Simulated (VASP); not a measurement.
CsSnBr3:

```
Cs Sn Br
1.0
     5.89529    0.00000    0.00000
     0.00000    5.89529    0.00000
     0.00000    0.00000    5.89529
Cs Sn Br
1 1 3
Direct
  0.00000 0.00000 0.00000
  0.50000 0.50000 0.50000
  0.50000 0.00000 0.50000
  0.50000 0.50000 0.00000
  0.00000 0.50000 0.50000
```

```yaml
Program: VASP 6.6.1
Task: relaxation of cell and atoms
Functional: PBEsol
Potentials_or_basis: VASP PAW PBE potentials, release 64 (Cs_sv, Sn_d, Br)
Cutoff: 500 eV
k_mesh: 6 × 6 × 6
Occupations: gaussian, width 0.02 eV
Spin: no spin polarisation
```

At the start: pressure -1.3 GPa; volume 40.98 Å³/atom.

How do energy, volume and symmetry change on relaxing?

Over 3 steps the energy falls by 11.2 meV/atom and the volume is 38.38 Å³/atom (-6.3 %); space group Pm-3m (No. 221, to 0.1 Å) before and after.

Step by step:
| step | energy change (eV) | largest force (eV/Å) | pressure (GPa) | volume (Å³) |
| --- | --- | --- | --- | --- |
| 1 | 0.0000 | 0.0000 | -1.28 | 204.89 |
| 2 | -0.0513 | 0.0000 | -0.40 | 195.34 |
| 3 | -0.0559 | 0.0000 | -0.02 | 191.90 |

Final structure:
```cif
data_structure
_symmetry_space_group_name_H-M 'P 1'
_symmetry_Int_Tables_number 1
_cell_length_a 5.7680
_cell_length_b 5.7680
_cell_length_c 5.7680
_cell_angle_alpha 90.000
_cell_angle_beta 90.000
_cell_angle_gamma 90.000
_cell_volume 191.90
loop_
_atom_site_label
_atom_site_type_symbol
_atom_site_fract_x
_atom_site_fract_y
_atom_site_fract_z
_atom_site_occupancy
Cs1 Cs 0.00000 0.00000 0.00000 1
Sn1 Sn 0.50000 0.50000 0.50000 1
Br1 Br 0.50000 0.00000 0.50000 1
Br2 Br 0.50000 0.50000 0.00000 1
Br3 Br 0.00000 0.50000 0.50000 1
```

Caveat: the PAW data sets were made with another functional, which shifts forces and pressure a little.
